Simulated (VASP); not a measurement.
Set up this calculation in VASP 6.6.1, as the native input.

```yaml
Task: single point
Functional: r2SCAN
Potentials_or_basis: VASP PAW PBE potentials, release 64 (Ga_d, N)
Cutoff: 520 eV
k_mesh: 8 × 8 × 8
Occupations: gaussian, width 0.05 eV
Spin: no spin polarisation
Dipole_correction: no
Further_INCAR_settings: ALGO = Normal; EDIFF = 1e-06; NBANDS = 16
```

The system is GaN.

```xyz
2
Lattice="0.0000 2.2064 2.1352 2.2064 0.0000 2.1352 2.2064 2.2064 0.0000" Properties=species:S:1:pos:R:3 pbc="T T T"
Ga    0.0000    0.0000    0.0000
N     2.2064    2.2064    2.1352
```

These files were run (other wordings do the same):

POSCAR

```
GaN
1.0
    0.0000000000      2.2064095000      2.1352350000
    2.2064095000      0.0000000000      2.1352350000
    2.2064095000      2.2064095000      0.0000000000
Ga N
1 1
Direct
    0.0000000000      0.0000000000      0.0000000000
    0.5000000000      0.5000000000      0.5000000000
```

INCAR.step1

```
SYSTEM = GaN
PREC = Accurate
ENCUT = 520
ISMEAR = 0
SIGMA = 0.05
LREAL = .False.
LASPH = .True.
NELM = 60
NBANDS = 16
GGA = PE
ALGO = Normal
EDIFF = 1E-4
LWAVE = .True.
LCHARG = .False.
```

INCAR.step2

```
SYSTEM = GaN
PREC = Accurate
ENCUT = 520
EDIFF = 1E-6
ISMEAR = 0
SIGMA = 0.05
LREAL = .False.
LASPH = .True.
NELM = 60
ALGO = Normal
ISIF = 2
LWAVE = .False.
LCHARG = .False.
METAGGA = R2SCAN
LMIXTAU = .True.
NBANDS = 16
ISTART = 1
```

KPOINTS

```
regular mesh
0
Gamma
  8 8 8
  0 0 0
```

Potentials or basis: VASP PAW PBE potentials, release 64 (Ga_d, N).

Launch:

```bash
$ cat potpaw_PBE.64/Ga_d/POTCAR potpaw_PBE.64/N/POTCAR > POTCAR
$ cp INCAR.step1 INCAR
$ mpirun -np 1 vasp_std > vasp.out
$ cp INCAR.step2 INCAR
$ mpirun -np 1 vasp_std > vasp.out
```

It gave:

```
Pressure               : -19.1 GPa
Band gap on the k mesh : 0.32 eV, indirect (least direct gap 2.02 eV)
```

Caveat: the PAW data sets were made with another functional, which shifts forces and pressure a little.

Wall time 75 s on 1 thread of Intel(R) Xeon(R) Platinum 8259CL CPU @ 2.50GHz (Skylake/Cascade Lake), with other jobs on the host, peak memory 0.15 GiB.
